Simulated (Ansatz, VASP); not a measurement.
# One calculation of SiC, two programs

Contents of INCAR:

```
SYSTEM = SiC
PREC = Accurate ; ENCUT = 520
EDIFF = 1E-6 ; ISMEAR = 0
SIGMA = 0.01 ; LREAL = .FALSE.
LASPH = .TRUE. ; NELM = 100
ALGO = Normal ; ISIF = 2
LWAVE = .FALSE. ; LCHARG = .TRUE.
GGA = PE ; LELF = .TRUE.
LVHAR = .TRUE. ; NBANDS = 16
```

KPOINTS

```
regular mesh
0
G
  5 5 3
  0 0 0
```

POSCAR

```
SiC
1.0
    3.0760000000      0.0000000000      0.0000000000
   -1.5380000000      2.6638941400      0.0000000000
    0.0000000000      0.0000000000      5.0480000000
Si C
2 2
Direct
    0.3333333340      0.6666666679      0.0000000000
    0.6666666660      0.3333333321      0.5000000000
    0.3333333340      0.6666666679      0.3850000000
    0.6666666660      0.3333333321      0.8850000000
```

Input for Ansatz:

```yaml
crystal:
  lattice:
    - [3.076, 0.0, 0.0]
    - [-1.538, 2.66389414, 0.0]
    - [0.0, 0.0, 5.048]
  atoms:
    - { symbol: Si, position: [0.3333333339589838, 0.6666666679179676, 0.0] }
    - { symbol: Si, position: [0.6666666660410162, 0.33333333208203236, 0.5] }
    - { symbol: C, position: [0.3333333339589838, 0.6666666679179676, 0.385] }
    - { symbol: C, position: [0.6666666660410162, 0.33333333208203236, 0.885] }
kpoints:
  mp_grid:
    grid: [5, 5, 3]
    shift: [0.0, 0.0, 0.0]
hamiltonian:
  xc: pbe
  pseudopotentials:
    kind: nc
scf:
  occupations:
    method: fixed
output:
  forces: true
```

Alike in both runs: task single point; functional PBE; k mesh 5 × 5 × 3; no spin polarisation.

|  | VASP | Ansatz |
| --- | --- | --- |
| version | VASP 6.6.1 | Ansatz 0.2.0 |
| potentials or method | VASP PAW PBE potentials, release 64 (Si, C) | plane waves, norm-conserving potentials |
| plane-wave cutoff (eV) | 520 | 1116 |
| occupations | gaussian, width 0.01 eV | fixed |
| valence electrons in the cell | 16 | 16 |

|  | VASP | Ansatz | Ansatz less VASP |
| --- | --- | --- | --- |
| rms of the force components (eV/Å) | 0.427 | 0.431 | +0.0039 |

Atom by atom the forces differ by 0.004 eV/Å (rms over components).

The k mesh is coarse, so the values compare programs but aren't converged.
